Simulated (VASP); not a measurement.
Input of a VASP 6.6.1 run:

Contents of INCAR:

```
SYSTEM = C
PREC = Accurate
ENCUT = 520
EDIFF = 1E-6
ISMEAR = 0
SIGMA = 0.1
LREAL = .False.
LASPH = .True.
NELM = 150
ALGO = Normal
ISIF = 2
LWAVE = .False.
LCHARG = .False.
ISPIN = 2
MAGMOM = 1 1 1 1
LORBIT = 11
GGA = PE
NBANDS = 20
```

The input KPOINTS:

```
Automatic mesh
0
Gamma
  8 8 8
  0 0 0
```

Contents of POSCAR:

```
C
1.0
   -1.3885943000      1.3885943000      2.7695623600
    1.3885943000     -1.3885943000      2.7695623600
    1.3885943000      1.3885943000     -2.7695623600
C
4
Direct
    0.3750000000      0.9863820100      0.1113820100
    0.7363820100      0.1250000000      0.1113820100
    0.0136179900      0.6250000000      0.8886179900
    0.8750000000      0.2636179900      0.8886179900
```

Potentials or basis: VASP PAW PBE potentials, release 64 (C).

The run is started by

```sh
$ cat potpaw_PBE.64/C/POTCAR > POTCAR
$ mpirun -np 1 vasp_std > vasp.out
```

**Question.** Predict the band gap on the k mesh.

**Answer.** Zero (filled and empty bands overlap).

**Question.** What does it give for the pressure?

**Answer.** 78.3 GPa.

Stress tensor (GPa, compression positive):
```
 51.51   0.00   0.00
  0.00  51.51   0.00
  0.00   0.00 131.73
```

Caveat: the cell stands under pressure; forces of over 1 eV/Å act on the atoms, so gaps and moduli don't describe the material at rest.
